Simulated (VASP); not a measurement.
Input of a VASP 6.6.1 run:

Contents of INCAR:

```
PREC = Accurate ; ENCUT = 520
EDIFF = 1E-6 ; ISMEAR = 0
SIGMA = 0.15 ; LREAL = F
LASPH = T ; NELM = 60
ALGO = Fast ; ISIF = 2
LWAVE = F ; LCHARG = F
GGA = PE ; IVDW = 12
NBANDS = 14
```

The input KPOINTS:

```
Automatic mesh
0
Gamma
  18 18 6
```

File POSCAR:

```
Al
1.0
    2.8450257636      0.0000000000      0.0000000000
   -1.4225128818      2.4638645857      0.0000000000
    0.0000000000      0.0000000000      9.0463284205
Al
4
Direct
    0.0000000000      0.0000000000      0.0000000000
    0.3333333333      0.6666666667      0.2500000000
    0.0000000000      0.0000000000      0.5000000000
    0.6666666667      0.3333333333      0.7500000000
```

Potentials or basis: VASP PAW PBE potentials, release 64 (Al).

The run is started by

```sh
$ cat potpaw_PBE.64/Al/POTCAR > POTCAR
$ mpirun -np 1 vasp_std > vasp.out
```

(1) What does it give for the band gap on the k mesh?

(2) Estimate the dispersion energy per atom.

(3) Estimate the pressure.

Answers

(1) zero (bands 6 and 7 overlap by 5.99 eV).

(2) -0.351 eV.

(3) 0.0 GPa.
